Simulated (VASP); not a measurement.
A run of VASP 6.6.1 is set up as follows.

File POSCAR:

```
KBr
1.0
   -0.1662200127      3.2555691930      3.2555691930
    3.2555691930     -0.1662200127      3.2555691930
    3.2555691930      3.2555691930     -0.1662200127
K Br
1 1
Direct
    0.0000000000      0.0000000000      0.0000000000
    0.5000000000      0.5000000000      0.5000000000
```

INCAR.step1

```
PREC = Accurate
ENCUT = 520
EDIFF = 1E-5
ISMEAR = 0
SIGMA = 0.01
LREAL = F
LASPH = T
NELM = 80
ALGO = Normal
ISIF = 2
LWAVE = T
LCHARG = F
GGA = PE
NBANDS = 15
```

File INCAR.step2:

```
PREC = Accurate
ENCUT = 520
EDIFF = 1E-6
ISMEAR = 0
SIGMA = 0.01
LREAL = F
LASPH = T
NELM = 80
ALGO = Normal
ISIF = 2
LWAVE = F
LCHARG = F
GGA = PE
LHFCALC = T
HFSCREEN = 0.2079
PRECFOCK = Normal
ISTART = 1
NBANDS = 15
```

File KPOINTS:

```
regular mesh
0
Gamma
  4 4 4
```

Potentials or basis: VASP PAW PBE potentials, release 64 (K_sv, Br).

Launch:

```console
$ cat potpaw_PBE.64/K_sv/POTCAR potpaw_PBE.64/Br/POTCAR > POTCAR
$ cp INCAR.step1 INCAR
$ mpirun -np 1 vasp_std > vasp.out
$ cp INCAR.step2 INCAR
$ mpirun -np 1 vasp_std > vasp.out
```

**Question.** What does it give for the band gap on the k mesh?

**Answer.** 5.38 eV.

**Question.** Estimate the pressure.

**Answer.** -0.1 GPa.

Stress tensor (GPa, compression positive):
```
-0.06  0.23  0.23
 0.23 -0.06  0.23
 0.23  0.23 -0.06
```

Caveat: the cell differs from its parent crystal (epitaxial 111 strain +3.6%); the PAW data sets were made with another functional, which shifts forces and pressure a little.
